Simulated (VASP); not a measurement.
Ga, 2 atoms in the cell. The structure is orthorhombic, space group Cmcm (No. 63). The conventional cell has a = 2.900 Å, b = 8.130 Å, c = 3.170 Å, α = 90.00°, β = 90.00°, γ = 90.00°. Ga (site symmetry m2m) has 10 Ga at 2.72 to 3.17 Å within 3.6 Å. 

| Quantity | Value |
| --- | --- |
| Program | VASP 6.6.1 |
| Task | single point |
| Functional | PBEsol |
| Potentials or basis | VASP PAW PBE potentials, release 64 (Ga_d) |
| Cutoff | 400 eV |
| k mesh | 8 × 8 × 7 |
| Occupations | fermi-dirac, width 0.05 eV |
| Spin | no spin polarisation |
| Dipole correction | no |
| Further INCAR settings | ALGO = Normal; EDIFF = 1e-06; NBANDS = 20 |

Potentials or basis: VASP PAW PBE potentials, release 64 (Ga_d).

The run is started by

```bash
$ cat potpaw_PBE.64/Ga_d/POTCAR > POTCAR
$ mpirun -np 1 vasp_std > vasp.out
```

Hardware: 1 thread of Intel(R) Xeon(R) 6975P-C (Granite Rapids) (shared host).

Question: Estimate the wall time of this run.

Answer: Wall time 16 s on 1 thread of Intel(R) Xeon(R) 6975P-C (Granite Rapids), on a shared host, peak memory 0.16 GiB. Counts: scf iterations 10, k points 84.
